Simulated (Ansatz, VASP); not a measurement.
HC4 in VASP and in Ansatz

The input INCAR:

```
PREC = Accurate
ENCUT = 520
EDIFF = 1E-6
ISMEAR = 0
SIGMA = 0.1
LREAL = False
LASPH = True
NELM = 80
ALGO = Normal
ISIF = 2
LWAVE = False
LCHARG = False
LDIPOL = True
IDIPOL = 3
DIPOL = 0.5 0.5 0.234
GGA = PE
IVDW = 12
NBANDS = 28
```

The input KPOINTS:

```
regular mesh
0
Gamma
  6 6 1
```

File POSCAR:

```
HC4
1.0
    4.9314011428      0.0000000001      0.0000000000
   -2.4657005715      4.2707186659      0.0000000000
    0.0000000000      0.0000000000     18.0000000000
C H
8 2
Direct
    0.1666666667      0.3333333333      0.2222222222
    0.1666666667      0.8333333333      0.2222222222
    0.6666666667      0.3333333333      0.2222222222
    0.6666666667      0.8333333333      0.2222222222
    0.3333333333      0.1666666667      0.2222222222
    0.3333333333      0.6666666667      0.2222222222
    0.8333333333      0.1666666667      0.2222222222
    0.8333333333      0.6666666667      0.2222222222
   -0.0186877442     -0.0186848854      0.2827777778
    0.5186877442      0.5186848854      0.2827777778
```

Input for Ansatz:

```yaml
crystal:
  lattice:
    - [4.9314011428, 1.0e-10, 0.0]
    - [-2.4657005715, 4.2707186659, 0.0]
    - [0.0, 0.0, 18.0]
  atoms:
    - { symbol: C, position: [0.1666666667, 0.3333333333, 0.2222222222] }
    - { symbol: C, position: [0.1666666667, 0.8333333333, 0.2222222222] }
    - { symbol: C, position: [0.6666666667, 0.3333333333, 0.2222222222] }
    - { symbol: C, position: [0.6666666667, 0.8333333333, 0.2222222222] }
    - { symbol: C, position: [0.3333333333, 0.1666666667, 0.2222222222] }
    - { symbol: C, position: [0.3333333333, 0.6666666667, 0.2222222222] }
    - { symbol: C, position: [0.8333333333, 0.1666666667, 0.2222222222] }
    - { symbol: C, position: [0.8333333333, 0.6666666667, 0.2222222222] }
    - { symbol: H, position: [-0.0186877442, -0.0186848854, 0.2827777778] }
    - { symbol: H, position: [0.5186877442, 0.5186848854, 0.2827777778] }
basis:
  ecutwfc: 420
kpoints:
  mp_grid: { grid: [6, 6, 1] }
hamiltonian:
  xc: pbe
  pseudopotentials: { kind: paw, azcp: { folder: soft_1 } }
  dispersion: d3bj
scf:
  occupations: { method: gaussian, width: 0.1 }
output:
  forces: true
  eigenvalues: true
efield:
  axis: 3
  dipole_correction: true
  ramp_width: 0.04
```

Alike in both runs: task single point; functional PBE; dispersion D3(BJ); k mesh 6 × 6 × 1; occupations gaussian, width 0.1 eV; no spin polarisation.

|  | VASP | Ansatz |
| --- | --- | --- |
| version | VASP 6.6.1 | Ansatz 0.2.0 |
| potentials or method | VASP PAW PBE potentials, release 64 (C, H), cutoff 520 eV | scalar-relativistic, plane waves, PAW |
| valence electrons in the cell | 34 | 34 |

|  | VASP | Ansatz | Ansatz less VASP |
| --- | --- | --- | --- |
| gap on the k mesh at the Fermi level (eV) | none | none | - |
| rms of the force components (eV/Å) | 0.424 | 0.423 | -0.0006 |

Atom by atom the forces differ by 0.002 eV/Å (rms over components). A gap of «none» marks a metal or a gap that the smearing closes. Ansatz's warnings: structure snapped to symmetry.
